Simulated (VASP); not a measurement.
# HfO2 (Fm-3m) in VASP: a series of runs, part 2 of 2

VASP 6.6.1. Earlier steps stand in the parts before.

## (3) Relaxation of cell and atoms, PBEsol

This run uses another cell than the first one, of 10.62 Å³/atom.

INCAR reads:

```
ALGO = Normal
EDIFF = 1E-7
EDIFFG = -0.005
ENCUT = 600
GGA = PS
GGA_COMPAT = False
IBRION = 2
ISIF = 3
ISMEAR = 0
LASPH = True
LCHARG = False
LREAL = False
LWAVE = False
NELM = 120
NELMIN = 4
NSW = 80
PREC = Accurate
SIGMA = 0.01
```

KPOINTS reads:

```
k-points
0
Gamma
  6 6 6
```

POSCAR reads:

```
HfO2
1.0
    0.0000000000      2.5160796100      2.5160796100
    2.5160796100      0.0000000000      2.5160796100
    2.5160796100      2.5160796100      0.0000000000
Hf O
1 2
Direct
    0.0000000000      0.0000000000      0.0000000000
    0.7500000000      0.7500000000      0.7500000000
    0.2500000000      0.2500000000      0.2500000000
```

Potentials or basis: VASP PAW PBE potentials, release 64 (Hf_pv, O).

The run is started by

```console
> cat potpaw_PBE.64/Hf_pv/POTCAR potpaw_PBE.64/O/POTCAR > POTCAR
> mpirun -np 1 vasp_std > vasp.out
```

OUTCAR:

```text
EDIFF = 1E-7
   EDIFFG = -0.005
   ENCUT = 600
   GGA = PS
   IBRION = 2
   ISIF = 3
   ISMEAR = 0
   LASPH = True
   LREAL = False
   NELM = 120
   NELMIN = 4
   NSW = 80
   PREC = Accurate

 ion  position               nearest neighbor table
   1  0.000  0.000  0.000-   2 2.18   2 2.18   2 2.18   2 2.18   3 2.18   3 2.18   3 2.18   3 2.18

   2  0.750  0.750  0.750-   1 2.18   1 2.18   1 2.18   1 2.18
   3  0.250  0.250  0.250-   1 2.18   1 2.18   1 2.18   1 2.18

  LATTYP: Found a face centered cubic cell.
 ALAT       =     5.0321592200

  Lattice vectors:

 A1 = (   0.0000000000,   2.5160796100,   2.5160796100)
 A2 = (   2.5160796100,   0.0000000000,   2.5160796100)
 A3 = (   2.5160796100,   2.5160796100,   0.0000000000)

Analysis of symmetry for initial positions (statically):
=====================================================================
 Subroutine PRICEL returns:
 Original cell was already a primitive cell.

 Routine SETGRP: Setting up the symmetry group for a
 face centered cubic supercell.

 Subroutine GETGRP returns: Found 48 space group operations
 (whereof 48 operations were pure point group operations)
 out of a pool of 48 trial point group operations.

The static configuration has the point symmetry O_h .

Analysis of symmetry for dynamics (positions and initial velocities):
=====================================================================
 Subroutine PRICEL returns:
 Original cell was already a primitive cell.

 Routine SETGRP: Setting up the symmetry group for a
 face centered cubic supercell.

 Subroutine GETGRP returns: Found 48 space group operations
 (whereof 48 operations were pure point group operations)
 out of a pool of 48 trial point group operations.

The dynamic configuration has the point symmetry O_h .

 Subroutine INISYM returns: Found 48 space group operations
 (whereof 48 operations are pure point group operations),
 and found     1 'primitive' translations

----------------------------------------------------------------------------------------

                                     Primitive cell

  volume of cell :      31.8569

  direct lattice vectors                    reciprocal lattice vectors
     0.000000000  2.516079610  2.516079610    -0.198721852  0.198721852  0.198721852
     2.516079610  0.000000000  2.516079610     0.198721852 -0.198721852  0.198721852
     2.516079610  2.516079610  0.000000000     0.198721852  0.198721852 -0.198721852

  length of vectors
     3.558273908  3.558273908  3.558273908     0.344196344  0.344196344  0.344196344

  position of ions in fractional coordinates (direct lattice)
     0.000000000  0.000000000  0.000000000
     0.750000000  0.750000000  0.750000000
     0.250000000  0.250000000  0.250000000

  ion indices of the primitive-cell ions
   primitive index   ion index
                 1           1
                 2           2
                 3           3

----------------------------------------------------------------------------------------

 KPOINTS: k-points

Automatic generation of k-mesh.
 Grid dimensions read from file:
 generate k-points for:    6    6    6

 Generating k-lattice:

  Cartesian coordinates                     Fractional coordinates (reciprocal lattice)
    -0.033120309  0.033120309  0.033120309     0.166666667  0.000000000  0.000000000
     0.033120309 -0.033120309  0.033120309     0.000000000  0.166666667  0.000000000
     0.033120309  0.033120309 -0.033120309     0.000000000  0.000000000  0.166666667

  Length of vectors
     0.057366057  0.057366057  0.057366057

  Shift w.r.t. Gamma in fractional coordinates (k-lattice)
     0.000000000  0.000000000  0.000000000

 Subroutine IBZKPT returns following result:
 ===========================================

 Found     16 irreducible k-points:

 Following reciprocal coordinates:
            Coordinates               Weight
  0.000000  0.000000  0.000000      1.000000
  0.166667  0.000000  0.000000      8.000000
  0.333333  0.000000  0.000000      8.000000
  0.500000  0.000000  0.000000      4.000000
  0.166667  0.166667  0.000000      6.000000
  0.333333  0.166667  0.000000     24.000000
[... 8 lines left out ...]
 -0.333333  0.333333  0.166667     24.000000
 -0.333333  0.500000  0.166667     12.000000
   k-points           NKPTS =     16   k-points in BZ     NKDIM =     16   number of bands    NBANDS=     15
   number of dos      NEDOS =    301   number of ions     NIONS =      3
   total plane-waves  NPLWV =  21952
   dimension x,y,z NGX =    28 NGY =   28 NGZ =   28
   dimension x,y,z NGXF=    56 NGYF=   56 NGZF=   56
   ions per type =               1   2
   NGX,Y,Z   is equivalent  to a cutoff of  13.08, 13.08, 13.08 a.u.
   NGXF,Y,Z  is equivalent  to a cutoff of  26.16, 26.16, 26.16 a.u.
 SYSTEM =  unknown system
   PREC   = accura    normal or accurate (medium, high low for compatibility)
   ISTART =      0    job   : 0-new  1-cont  2-samecut
   ICHARG =      2    charge: 1-file 2-atom 10-const
   ISPIN  =      1    spin polarized calculation?
   LNONCOLLINEAR =      F non collinear calculations
   LSORBIT =      F    spin-orbit coupling
   LASPH  =      T    aspherical Exc in radial PAW
   ENCUT  =  600.0 eV  44.10 Ry    6.64 a.u.   7.11  7.11  7.11*2*pi/ulx,y,z
   NELM   =    120;   NELMIN=  4; NELMDL= -5     # of ELM steps
   EDIFF  = 0.1E-06   stopping-criterion for ELM
   LREAL  =      F    real-space projection
   EDIFFG = -.5E-02   stopping-criterion for IOM
   NSW    =     80    number of steps for IOM
   IBRION =      2    ionic relax: 0-MD 1-quasi-New 2-CG
   NFREE  =      1    steps in history (QN), initial steepest desc. (CG)
   ISIF   =      3    stress and relaxation
   ISYM   =      2    0-nonsym 1-usesym 2-fastsym
   POTIM  = 0.5000    time-step for ionic-motion
   TEBEG  =    0.0;   TEEND  =   0.0 temperature during run
   PSTRESS=    0.0 pullay stress
   NELECT =      22.0000    total number of electrons
   NUPDOWN=      -1.0000    fix difference up-down
   EMIN   =  10.00;   EMAX   =-10.00  energy-range for DOS
   EFERMI =   0.00;   METHOD = LEGACY
   ISMEAR =     0;   SIGMA  =   0.01  broadening in eV -4-tet -1-fermi 0-gaus
   EFERMI_NEDOS =   21; number of points for ismear=-14 and -15
   IALGO  =     38    algorithm
   IMIX   =      4    mixing-type and parameters
     AMIX     =   0.40;   BMIX     =  1.00
     AMIX_MAG =   1.60;   BMIX_MAG =  1.00
  volume/ion in A,a.u.               =      10.62        71.66
  Fermi-wavevector in a.u.,A,eV,Ry     =   1.447043  2.734514 28.489682  2.093933
  Thomas-Fermi vector in A             =   2.565043
   LORBIT       =      0    0 simple, 1 ext, 2 COOP (PROOUT), +10 PAW based schemes
   GGA     = PS    functional components
   LHFCALC =     F    Hartree Fock is set to
   AEXX    =    0.0000 exact exchange contribution
   IVDW    =     0    specifies the selected vdW correction
   LEPSILON=     F    determine dielectric tensor
   LRPA    =     F    only Hartree local field effects (RPA)
 conjugate gradient relaxation of ions
 non-spin polarized calculation
 Gauss-broadening in eV      SIGMA  =   0.01
  energy-cutoff  :      600.00
  volume of cell :       31.86
 maximum number of plane-waves:      1090
   NGX = 15   NGY = 15   NGZ = 15

--------------------------------------- Ionic step        1  -------------------------------------------

 number of electron      21.9999995 magnetization

 Free energy of the ion-electron system (eV)
  ---------------------------------------------------
  ext. energy  EPLUGINS =         0.00000000
  ---------------------------------------------------
  free energy    TOTEN  =       -31.64093142 eV

  energy without entropy =      -31.64093142  energy(sigma->0) =      -31.64093142

------------------------ aborting loop because EDIFF is reached ----------------------------------------

  FORCE on cell =-STRESS in cart. coord.  units (eV):
  Direction    XX          YY          ZZ          XY          YZ          ZX
  --------------------------------------------------------------------------------------
  -------------------------------------------------------------------------------------
  Total       -0.4251265     -0.4251265     -0.4251265      0.0000000      0.0000000     -0.0000000
  in kB      -21.3808849    -21.3808849    -21.3808849      0.0000000      0.0000000     -0.0000000
  external PRESSURE =     -21.3808849 kB  Pullay stress =       0.0000000 kB
[... 59 lines left out ...]
  energy  without entropy=      -31.6383721655  energy(sigma->0) =      -31.63837217

--------------------------------------- Ionic step        3  -------------------------------------------

 number of electron      21.9999997 magnetization

 Free energy of the ion-electron system (eV)
  ---------------------------------------------------
  ext. energy  EPLUGINS =         0.00000000
  ---------------------------------------------------
  free energy    TOTEN  =       -31.64264222 eV

  energy without entropy =      -31.64264222  energy(sigma->0) =      -31.64264222

 E-fermi :   4.4419     XC(G=0): -12.2681

 val. band max:        4.3937880743   @ k =   0.5000   0.5000   0.0000
 cond. band min:       8.1444376071   @ k =   0.5000   0.5000   0.0000
 fundamental gap:      3.7506495329
 Fermi energy:         4.4419054726

 k-point     1 :       0.0000    0.0000    0.0000
  band No.  band energies     occupation
      1     -25.0939      2.00000
      2     -25.0939      2.00000
      3     -25.0939      2.00000
      4     -14.4877      2.00000
      5     -11.2320      2.00000
      6      -1.1989      2.00000
      7      -1.1989      2.00000
      8      -1.1989      2.00000
      9       3.7624      2.00000
     10       3.7624      2.00000
     11       3.7624      2.00000
     12       8.2433      0.00000
     13       8.2433      0.00000
     14      10.2839      0.00000
     15      15.2009      0.00000
[... 298 lines left out ...]
  FREE ENERGIE OF THE ION-ELECTRON SYSTEM (eV)
  ---------------------------------------------------
  free  energy   TOTEN  =       -31.6426422161 eV

  energy  without entropy=      -31.6426422161  energy(sigma->0) =      -31.64264222

 reached required accuracy - stopping structural energy minimisation
```

OSZICAR:

```text
N       E                     dE             d eps       ncg     rms          rms(c)
DAV:   1     0.986064243913E+02    0.98606E+02   -0.14255E+04   480   0.163E+03
DAV:   2    -0.332956478340E+02   -0.13190E+03   -0.12883E+03   621   0.334E+02
DAV:   3    -0.368417911931E+02   -0.35461E+01   -0.35433E+01   606   0.533E+01
[... 26 lines left out ...]
DAV:   4    -0.316426546485E+02    0.48650E-03   -0.16825E-03   585   0.354E-01    0.312E-01
DAV:   5    -0.316426479836E+02    0.66649E-05   -0.40660E-05   536   0.542E-02    0.189E-01
DAV:   6    -0.316426423758E+02    0.56078E-05   -0.15668E-05   613   0.249E-02    0.245E-02
DAV:   7    -0.316426422853E+02    0.90489E-07   -0.18196E-06   550   0.921E-03    0.734E-03
DAV:   8    -0.316426422161E+02    0.69169E-07   -0.11491E-07   345   0.311E-03
   3 F= -.31642642E+02 E0= -.31642642E+02  d E =-.171079E-02
```

CONTCAR:

```text
HfO2
   1.00000000000000
    -0.0000000000000000    2.5093861269466133    2.5093861269466133
     2.5093861269466133    0.0000000000000000    2.5093861269466133
     2.5093861269466133    2.5093861269466133    0.0000000000000000
  Hf              O
     1     2
Direct
     0.0000000000000000    0.0000000000000000    0.0000000000000000
     0.7500000000000000    0.7500000000000000    0.7500000000000000
     0.2500000000000000    0.2500000000000000    0.2500000000000000

  0.00000000E+00  0.00000000E+00  0.00000000E+00
  0.00000000E+00  0.00000000E+00  0.00000000E+00
  0.00000000E+00  0.00000000E+00  0.00000000E+00
```

Wall time 12 s (1 thread of AMD EPYC 9R45 (Zen 5), shared host); peak memory 0.14 GiB.

Results:

```
Free energy                           : -31.6426 eV
Relaxed volume                        : 10.53 Å³/atom
Relaxed cell                          : a = 3.549 Å, b = 3.549 Å, c = 3.549 Å, α = 60.00°, β = 60.00°, γ = 60.00°
Space group after relaxing (to 0.1 Å) : Fm-3m (No. 225)
Energy gained by relaxing             : 0.6 meV/atom
Ionic steps                           : 3
Pressure after relaxing               : 0.0 GPa
Band gap on the k mesh                : 3.75 eV
```

Step by step:
```csv
step,energy change (eV),largest force (eV/Å),pressure (GPa),volume (Å³)
1,0.0000,0.0000,-2.14,31.86
2,0.0026,0.0000,3.51,31.21
3,-0.0017,0.0000,0.00,31.60
```

Final structure:
```yaml
crystal:
  lattice:
    - [0.00000, 2.50939, 2.50939]
    - [2.50939, 0.00000, 2.50939]
    - [2.50939, 2.50939, 0.00000]
  atoms:
    - { symbol: Hf, position: [0.00000, 0.00000, 0.00000] }
    - { symbol: O, position: [0.75000, 0.75000, 0.75000] }
    - { symbol: O, position: [0.25000, 0.25000, 0.25000] }
```

Caveat: the PAW data sets were made with another functional, which shifts forces and pressure a little; spin-orbit coupling is left out, which moves the levels of the heavy elements.
